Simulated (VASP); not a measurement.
Here is a VASP 6.6.1 calculation.

The input INCAR:

```
SYSTEM = PbO2
  ALGO = Normal
  EDIFF = 1E-7
  ENCUT = 520
  GGA = PE
  ISIF = 2
  ISMEAR = 0
  LASPH = .TRUE.
  LCHARG = .FALSE.
  LREAL = .FALSE.
  LWAVE = .FALSE.
  NBANDS = 35
  NELM = 60
  PREC = Accurate
  SIGMA = 0.05
```

Contents of KPOINTS:

```
k-points
0
G
  5 5 7
  0 0 0
```

POSCAR

```
PbO2
1.0
    4.9949598700      0.0000000000      0.0000000000
    0.0000000000      4.9949598700      0.0000000000
    0.0000000000      0.0000000000      3.4090009600
Pb O
2 4
Direct
    0.5000000000      0.5000000000      0.5000000000
    0.0000000000      0.0000000000      0.0000000000
    0.6925710400      0.6925710400      0.0000000000
    0.8074289600      0.1925710400      0.5000000000
    0.1925710400      0.8074289600      0.5000000000
    0.3074289600      0.3074289600      0.0000000000
```

Potentials or basis: VASP PAW PBE potentials, release 64 (Pb_d, O).

Run with:

```bash
$ cat potpaw_PBE.64/Pb_d/POTCAR potpaw_PBE.64/O/POTCAR > POTCAR
$ mpirun -np 1 vasp_std > vasp.out
```

Task: Estimate the largest force.

Result: 0.046 eV/Å.

Task: Estimate the pressure.

Result: 5.9 GPa.

Task: Predict the band gap on the k mesh.

Result: 0.13 eV, indirect (least direct gap 0.33 eV).

Stress tensor (GPa, compression positive):
```
5.46 0.00 0.00
0.00 5.46 0.00
0.00 0.00 6.74
```

Caveat: spin-orbit coupling is left out, which moves the levels of the heavy elements. A k mesh can miss the band edges.
